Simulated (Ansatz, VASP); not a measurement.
**SnO in VASP and in Ansatz**

```
Sn O
1.0
     0.00000    0.00000   -4.22197
    -3.35500    0.00000    0.00000
    -1.00650   11.34821    0.00000
Sn O
4 4
Direct
  0.48686 0.74021 0.86595
  0.48686 0.89021 0.36595
  0.98686 0.45979 0.13405
  0.98686 0.30979 0.63405
  0.26314 0.94131 0.19562
  0.26314 0.79131 0.69563
  0.76314 0.25869 0.80437
  0.76314 0.40869 0.30438
```

Alike in both runs: task single point; functional LDA; k mesh 6 × 8 × 3; occupations gaussian, width 0.05 eV; no spin polarisation.

```csv
,VASP,Ansatz
version,VASP 6.6.1,Ansatz 0.2.0
potentials or method,"VASP PAW LDA potentials, release 64 (Sn_d, O), cutoff 520 eV","scalar-relativistic, plane waves, PAW"
valence electrons in the cell,80,80
```

VASP gave:

* gap on the k mesh at the Fermi level (eV): 1.37
* least direct gap on the mesh (eV): 1.48
* pressure (GPa): -5.1
* traceless stress, the component that is largest in VASP (GPa): -0.97
* rms of the force components (eV/Å): 0.284

Question: Which values does Ansatz return?

Answer: gap on the k mesh at the Fermi level (eV): 1.38; least direct gap on the mesh (eV): 1.51; pressure (GPa): -5.3; traceless stress, the component that is largest in VASP (GPa): -0.99; rms of the force components (eV/Å): 0.324.

LDA's correlation is that of Perdew and Zunger in VASP and of Perdew and Wang (1992) in Ansatz. Atom by atom the forces differ by 0.042 eV/Å (rms over components).
